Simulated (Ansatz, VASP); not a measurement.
**Two plane-wave programs on ZrO2**

```
Zr O
1.0
     0.00000    2.54472    2.54472
     2.54472    0.00000    2.54472
     2.54472    2.54472    0.00000
Zr O
1 2
Cartesian
  0.0000 0.0000 0.0000
  1.2724 1.2724 1.2724
  3.8171 3.8171 3.8171
```

Alike in both runs: task single point; functional r2SCAN; k mesh 8 × 8 × 8; occupations gaussian, width 0.05 eV; no spin polarisation.

```csv
,VASP,Ansatz
version,VASP 6.6.1,Ansatz 0.2.0
potentials or method,"VASP PAW PBE potentials, release 64 (Zr_sv, O), cutoff 660 eV","scalar-relativistic, plane waves, PAW"
valence electrons in the cell,24,24
```

VASP gave:

```
gap on the k mesh at the Fermi level (eV) : 3.87
least direct gap on the mesh (eV)         : 4.28
pressure (GPa)                            : 0.0
```

Problem. Which values does Ansatz return?

Solution. gap on the k mesh at the Fermi level (eV): 3.89; least direct gap on the mesh (eV): 4.29; pressure (GPa): 0.0.

VASP's potentials were made for PBE, not for r2SCAN.
